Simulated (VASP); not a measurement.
## Ta2N: single point with PBEsol

The system is Ta2N.

```
Ta N
1.0
     3.11286    0.00000    0.00000
    -1.55643    2.69582    0.00000
     0.00000    0.00000    4.86984
Ta N
2 1
Direct
  0.33333 0.66667 0.25471
  0.66667 0.33333 0.74529
  0.00000 0.00000 0.00000
```

```
Program                : VASP 6.6.1
Task                   : single point
Functional             : PBEsol
Potentials or basis    : VASP PAW PBE potentials, release 64 (Ta_pv, N)
Cutoff                 : 520 eV
k mesh                 : 15 × 15 × 9
Occupations            : fermi-dirac, width 0.02 eV
Spin                   : no spin polarisation
Dipole correction      : no
Further INCAR settings : ALGO = Normal; EDIFF = 1e-06; NBANDS = 20
```

```yaml
Pressure: -8.7 GPa
Largest_force: 0.267 eV/Å
Band_gap_on_the_k_mesh: zero (an odd number of electrons rules out a gap without spin polarisation)
```

Forces on the atoms (eV/Å):
```
Ta   0.000  0.000 -0.267
Ta   0.000  0.000  0.267
N    0.000  0.000  0.000
```

Stress tensor (GPa, compression positive):
```
-9.08  0.00  0.00
 0.00 -9.08  0.00
 0.00  0.00 -8.01
```

Levels at points of the mesh, in eV from the Fermi level:
| k point | band 11 | band 12 | band 13 | band 14 | band 15 | band 16 |
| --- | --- | --- | --- | --- | --- | --- |
| (0.00, 0.00, 0.00) | -4.91 | -0.65 | -0.22 | -0.22 | 0.28 | 0.28 |

Wall time 2.9 min on 1 thread of Intel Xeon 8259CL, with other jobs on the host, peak memory 0.28 GiB.

Caveat: the cell stands under tension; the PAW data sets were made with another functional, which shifts forces and pressure a little; spin-orbit coupling is left out, which moves the levels of the heavy elements.
